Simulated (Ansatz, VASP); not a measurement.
**PbS in VASP and in Ansatz**

POSCAR

```
PbS
1.0
    2.0627000000      1.1909004002      3.5889000000
   -2.0627000000      1.1909004002      3.5889000000
    0.0000000000     -2.3818008005      3.5889000000
Pb S
1 1
Direct
    0.9781509158      0.9781509158      0.9781509158
    0.4774504142      0.4774504142      0.4774504142
```

Contents of INCAR.step1:

```
PREC = Accurate
ENCUT = 520
ISMEAR = 0
SIGMA = 0.05
LREAL = F
LASPH = T
NELM = 60
NBANDS = 17
GGA = PE
ALGO = Normal
EDIFF = 1E-4
LWAVE = T
LCHARG = F
```

Contents of INCAR.step2:

```
PREC = Accurate
ENCUT = 520
EDIFF = 1E-7
ISMEAR = 0
SIGMA = 0.05
LREAL = F
LASPH = T
NELM = 60
ALGO = Normal
ISIF = 2
LWAVE = F
LCHARG = F
METAGGA = R2SCAN
LMIXTAU = T
NBANDS = 17
ISTART = 1
```

KPOINTS

```
regular mesh
0
Gamma
  9 9 9
```

Input for Ansatz:

```yaml
crystal:
  lattice:
    - [2.0627, 1.1909004002, 3.5889]
    - [-2.0627, 1.1909004002, 3.5889]
    - [0.0, -2.3818008005, 3.5889]
  atoms:
    - { symbol: Pb, position: [0.9781509158, 0.9781509158, 0.9781509158] }
    - { symbol: S, position: [0.4774504142, 0.4774504142, 0.4774504142] }
basis:
  ecutwfc: 500
kpoints:
  mp_grid: { grid: [9, 9, 9] }
hamiltonian:
  xc: r2scan
scf:
  occupations: { method: gaussian, width: 0.05 }
output:
  forces: true
  stress: true
  eigenvalues: true
```

Alike in both runs: task single point; functional r2SCAN; k mesh 9 × 9 × 9; occupations gaussian, width 0.05 eV; no spin polarisation.

|  | VASP | Ansatz |
| --- | --- | --- |
| version | VASP 6.6.1 | Ansatz 0.2.0 |
| potentials or method | VASP PAW PBE potentials, release 64 (Pb_d, S), cutoff 520 eV | scalar-relativistic, plane waves, PAW |
| valence electrons in the cell | 20 | 20 |

Ansatz gave:

```
pressure (GPa)                                                : 0.4
traceless stress, the component that is largest in VASP (GPa) : -1.91
```

Task: What did VASP give for the same quantities?

Result: Pressure (GPa): 0.3; traceless stress, the component that is largest in VASP (GPa): -1.91.

VASP's potentials were made for PBE, not for r2SCAN.

Spin-orbit coupling is off throughout.
